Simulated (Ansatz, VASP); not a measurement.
# AlAs4: VASP beside Ansatz

```
CELL_PARAMETERS angstrom
4.61822 0.00000 0.00000
-2.30911 3.99949 0.00000
0.00000 0.00000 5.96369
ATOMIC_POSITIONS crystal
Al 0.00000 0.00000 0.50000
As 0.33333 0.66667 0.26785
As 0.33333 0.66667 0.73215
As 0.66667 0.33333 0.73215
As 0.66667 0.33333 0.26785
```

Alike in both runs: functional PBE; k mesh 5 × 5 × 2; occupations gaussian, width 0.2 eV; no spin polarisation.

Ansatz relaxed the structure, and its values are those at the end. VASP's run is a single point on that final structure, the one shown.

|  | VASP | Ansatz |
| --- | --- | --- |
| version | VASP 6.6.1 | Ansatz 0.2.0 |
| potentials or method | VASP PAW PBE potentials, release 64 (Al, As), cutoff 500 eV | scalar-relativistic, plane waves, PAW |
| valence electrons in the cell | 23 | 63 |

|  | VASP | Ansatz | Ansatz less VASP |
| --- | --- | --- | --- |
| gap on the k mesh at the Fermi level (eV) | none | none | - |
| pressure (GPa) | 0.3 | 0.1 | -0.13 |
| rms of the force components (eV/Å) | 0.009 | 0.016 | +0.0070 |

A gap of «none» marks a metal or a gap that the smearing closes. VASP's potentials hold 23 valence electrons a cell and Ansatz's 63, so a difference there can come from the potentials and not from the codes.

The k mesh is coarse, so the values compare programs but aren't converged.
